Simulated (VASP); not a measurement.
A run of VASP 6.6.1 is set up as follows.

Contents of INCAR:

```
SYSTEM = Te2Mo
ALGO     = Normal         ! electronic algorithm
EDIFF    = 1E-7           ! SCF threshold, eV
ENCUT    = 520            ! plane-wave cutoff, eV
GGA      = PE             ! functional
ISIF     = 2              ! what is computed and relaxed
ISMEAR   = 0              ! smearing method
LASPH    = .True.         ! aspherical terms in the spheres
LCHARG   = .False.        ! write CHGCAR
LREAL    = Auto         
LWAVE    = .False.        ! write WAVECAR
NBANDS   = 238            ! bands
NELM     = 100            ! most SCF steps
PREC     = Accurate       ! precision mode
SIGMA    = 0.05           ! smearing width, eV
```

KPOINTS

```
k-points
0
Gamma
  1 1 1
  0 0 0
```

Contents of POSCAR:

```
Te2Mo
1.0
    7.1204640000     12.3330080000      0.0000000000
   14.2409300000      0.0000000000      0.0000000000
    1.7801160000      3.0832520000    -17.5240580000
Te Mo
32 16
Direct
    0.8911310000      0.4166660000      0.1021440000
    0.1411310000      0.4166660000      0.1021440000
    0.1411310000      0.1666660000      0.1021440000
    0.3911310000      0.9166660000      0.1021440000
    0.6411310000      0.9166660000      0.1021440000
    0.8911310000      0.9166660000      0.1021440000
    0.1411310000      0.9166660000      0.1021440000
    0.6411310000      0.6666660000      0.1021440000
    0.8911310000      0.6666660000      0.1021440000
    0.1411310000      0.6666660000      0.1021440000
    0.3911310000      0.4166660000      0.1021440000
    0.6411310000      0.4166660000      0.1021440000
    0.3911310000      0.1666660000      0.1021440000
    0.6411310000      0.1666660000      0.1021440000
    0.8911310000      0.1666660000      0.1021440000
    0.3911310000      0.6666660000      0.1021440000
    0.6922030000      0.4166660000      0.8978560000
    0.9422030000      0.4166660000      0.8978560000
    0.9422030000      0.1666660000      0.8978560000
    0.1922030000      0.9166660000      0.8978560000
    0.4422030000      0.9166660000      0.8978560000
    0.6922030000      0.9166660000      0.8978560000
    0.9422030000      0.9166660000      0.8978560000
    0.4422030000      0.6666660000      0.8978560000
    0.6922030000      0.6666660000      0.8978560000
    0.9422030000      0.6666660000      0.8978560000
    0.1922030000      0.4166660000      0.8978560000
    0.4422030000      0.4166660000      0.8978560000
    0.1922030000      0.1666660000      0.8978560000
    0.4422030000      0.1666660000      0.8978560000
    0.6922030000      0.1666660000      0.8978560000
    0.1922030000      0.6666660000      0.8978560000
    0.5000000000      0.5000000000      0.0000000000
    0.7500000000      0.5000000000      0.0000000000
    0.7500000000      0.2500000000      0.0000000000
    0.0000000000      0.0000000000      0.0000000000
    0.2500000000      0.0000000000      0.0000000000
    0.5000000000      0.0000000000      0.0000000000
    0.7500000000      0.0000000000      0.0000000000
    0.2500000000      0.7500000000      0.0000000000
    0.5000000000      0.7500000000      0.0000000000
    0.7500000000      0.7500000000      0.0000000000
    0.0000000000      0.5000000000      0.0000000000
    0.2500000000      0.5000000000      0.0000000000
    0.0000000000      0.2500000000      0.0000000000
    0.2500000000      0.2500000000      0.0000000000
    0.5000000000      0.2500000000      0.0000000000
    0.0000000000      0.7500000000      0.0000000000
```

Potentials or basis: VASP PAW PBE potentials, release 64 (Te, Mo_sv).

The run is started by

```console
$ cat potpaw_PBE.64/Te/POTCAR potpaw_PBE.64/Mo_sv/POTCAR > POTCAR
$ mpirun -np 1 vasp_gam > vasp.out
```

(1) What does it give for the band gap on the k mesh?

(2) Estimate the largest force.

Answers

(1) 1.70 eV.

(2) 0.239 eV/Å.

Caveat: the k points lie up to 0.52 Å⁻¹ apart; there is no dipole correction, which matters where the two faces differ; spin-orbit coupling is left out, which moves the levels of the heavy elements.
